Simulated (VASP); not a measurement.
Input of a VASP 6.6.1 run:

POSCAR

```
CuO
1.0
    0.0000000000      2.1165600000      2.1165600000
    2.1165600000      0.0000000000      2.1165600000
    2.1165600000      2.1165600000      0.0000000000
Cu O
1 1
Direct
    0.7420000000      0.4360000000      0.7190000000
    1.2420000000      0.9360000000      1.2190000000
```

Contents of INCAR.step1:

```
ALGO = Normal
EDIFF = 1E-4
ENCUT = 520
GGA = PE
ISMEAR = 1
ISPIN = 2
ISYM = 0
LASPH = T
LCHARG = F
LMAXMIX = 4
LREAL = F
LWAVE = T
MAGMOM = 0.46 0.25
NBANDS = 20
NELM = 150
PREC = Accurate
SIGMA = 0.1
```

The input INCAR.step2:

```
ALGO = Normal
EDIFF = 1E-7
ENCUT = 520
ISIF = 2
ISMEAR = 1
ISPIN = 2
ISTART = 1
ISYM = 0
LASPH = T
LCHARG = T
LELF = T
LMAXMIX = 4
LMIXTAU = T
LORBIT = 11
LREAL = F
LVHAR = T
LWAVE = F
MAGMOM = 0.46 0.25
METAGGA = R2SCAN
NBANDS = 20
NELM = 150
PREC = Accurate
SIGMA = 0.1
```

The input KPOINTS:

```
Automatic mesh
0
Gamma
  4 4 4
  0.5 0.5 0.5
```

Potentials or basis: VASP PAW PBE potentials, release 64 (Cu, O).

Launch:

```sh
$ cat potpaw_PBE.64/Cu/POTCAR potpaw_PBE.64/O/POTCAR > POTCAR
$ cp INCAR.step1 INCAR
$ mpirun -np 1 vasp_std > vasp.out
$ cp INCAR.step2 INCAR
$ mpirun -np 1 vasp_std > vasp.out
```

Q: Estimate the pressure.

A: -5.6 GPa.

Q: Estimate the net moment.

A: 0.25 μB per cell.

Stress tensor (GPa, compression positive):
```
-5.58 -0.01  0.07
-0.01 -5.59  0.01
 0.07  0.01 -5.58
```

Caveat: the k points lie up to 0.64 Å⁻¹ apart; the PAW data sets were made with another functional, which shifts forces and pressure a little.
